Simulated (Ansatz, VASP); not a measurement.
**GaSb: VASP beside Ansatz**

```xyz
2
Lattice="0.0000 2.9933 2.9933 2.9933 0.0000 2.9933 2.9933 2.9933 0.0000" Properties=species:S:1:pos:R:3 pbc="T T T"
Ga    0.0000    0.0000    0.0000
Sb    1.4966    1.4966    1.4966
```

Change from the starting cell: volume scaled by 0.94, PAW files.

Alike in both runs: task single point; functional PBEsol; k mesh 11 × 11 × 11; occupations fermi-dirac, width 0.05 eV; no spin polarisation.

|  | VASP | Ansatz |
| --- | --- | --- |
| version | VASP 6.6.1 | Ansatz 0.2.0 |
| potentials or method | VASP PAW PBE potentials, release 64 (Ga_d, Sb) | PAW with Ansatz's default frozen-core files, scalar-relativistic |
| plane-wave cutoff (eV) | 520 | 420 |
| valence electrons in the cell | 18 | 28 |

```csv
,VASP,Ansatz,Ansatz less VASP
pressure (GPa),3.8,3.7,-0.12
```

VASP's potentials were made for PBE, not for PBEsol. VASP's potentials hold 18 valence electrons a cell and Ansatz's 28, so a difference there can come from the potentials and not from the codes.

Spin-orbit coupling is off throughout.
